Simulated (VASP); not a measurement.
Set up this calculation in VASP 6.6.1, as the native input.

```
Task                   : single point
Functional             : PBE
Potentials or basis    : VASP PAW PBE potentials, release 64 (Mg, O)
Cutoff                 : 520 eV
k mesh                 : 11 × 11 × 11
Occupations            : gaussian, width 0.012 eV
Spin                   : no spin polarisation
Dipole correction      : no
Further INCAR settings : ALGO = Normal; EDIFF = 1e-06; NBANDS = 11
```

The structure of MgO lies in POSCAR:

```
MgO
1.0
    0.0000000000      2.0970013927      2.0970013927
    2.0970013927      0.0000000000      2.0970013927
    2.0970013927      2.0970013927      0.0000000000
Mg O
1 1
Direct
    0.0000000000      0.0000000000      0.0000000000
    0.5000000000      0.5000000000      0.5000000000
```

The input as run:

INCAR

```
SYSTEM = MgO
PREC = Accurate ; ENCUT = 520
EDIFF = 1E-6 ; ISMEAR = 0
SIGMA = 0.012 ; LREAL = .FALSE.
LASPH = .TRUE. ; NELM = 60
ALGO = Normal ; ISIF = 2
LWAVE = .FALSE. ; LCHARG = .FALSE.
GGA = PE ; NBANDS = 11
```

KPOINTS

```
regular mesh
0
G
  11 11 11
  0 0 0
```

Potentials or basis: VASP PAW PBE potentials, release 64 (Mg, O).

Command:

```sh
$ cat potpaw_PBE.64/Mg/POTCAR potpaw_PBE.64/O/POTCAR > POTCAR
$ mpirun -np 1 vasp_std > vasp.out
```

Results of the run:

The pressure is 6.2 GPa and the band gap on the k mesh is 4.85 eV, direct.

It took 5 s on 1 thread of Intel(R) Xeon(R) 6975P-C (Granite Rapids), with other jobs on the host, peak memory 0.14 GiB.
